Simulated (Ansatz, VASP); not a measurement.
**Ca: VASP beside Ansatz**

Contents of INCAR:

```
ALGO = Fast
EDIFF = 1E-7
EDIFFG = -0.01
ENCUT = 600
GGA = PE
IBRION = 2
ISIF = 3
ISMEAR = 0
LASPH = True
LCHARG = False
LREAL = False
LWAVE = False
NELM = 100
NSW = 100
PREC = Accurate
SIGMA = 0.1
```

File KPOINTS:

```
k-points
0
Gamma
  18 18 16
```

File POSCAR:

```
Ca
1.0
    3.7319323468      0.0000000000      0.0000000000
   -1.8659661734      3.2319482175      0.0000000000
    0.0000000000      0.0000000000      3.4645199933
Ca
1
Direct
    0.0000000000      0.0000000000      0.5000000000
```

Input for Ansatz:

```yaml
crystal:
  lattice:
    - [3.7319323468, 0.0, 0.0]
    - [-1.8659661734, 3.2319482175, 0.0]
    - [0.0, 0.0, 3.4645199933]
  atoms:
    - { symbol: Ca, position: [0.0, 0.0, 0.5] }
basis:
  ecutwfc: 420
kpoints:
  mp_grid: { grid: [18, 18, 16] }
hamiltonian:
  xc: pbe
scf:
  occupations: { method: gaussian, width: 0.1 }
output:
  forces: true
  stress: true
  eigenvalues: true
  write_density: true
  write_potential: true
  elf: true
  volumetric_format: npy
relax:
  adjacent_minimum: "off"
  f_tol: 0.01
  max_steps: 80
  cell: { stress_tol: 0.05 }
```

Alike in both runs: task relaxation of cell and atoms; functional PBE; k mesh 18 × 18 × 16; occupations gaussian, width 0.1 eV; no spin polarisation.

|  | VASP | Ansatz |
| --- | --- | --- |
| version | VASP 6.6.1 | Ansatz 0.2.0 |
| potentials or method | VASP PAW PBE potentials, release 64 (Ca_sv), cutoff 600 eV | scalar-relativistic, plane waves, PAW |
| valence electrons in the cell | 10 | 10 |

|  | VASP | Ansatz | Ansatz less VASP |
| --- | --- | --- | --- |
| gap on the k mesh at the Fermi level, each at its own relaxed structure (eV) | none | none | - |
| relaxed volume (Å³/atom) | 42.89 | 42.78 | -0.118 |
| relaxed length of the cell vector where the two differ most in proportion (Å) | 3.506 | 3.502 | -0.0042 |

A gap of «none» marks a metal or a gap that the smearing closes.
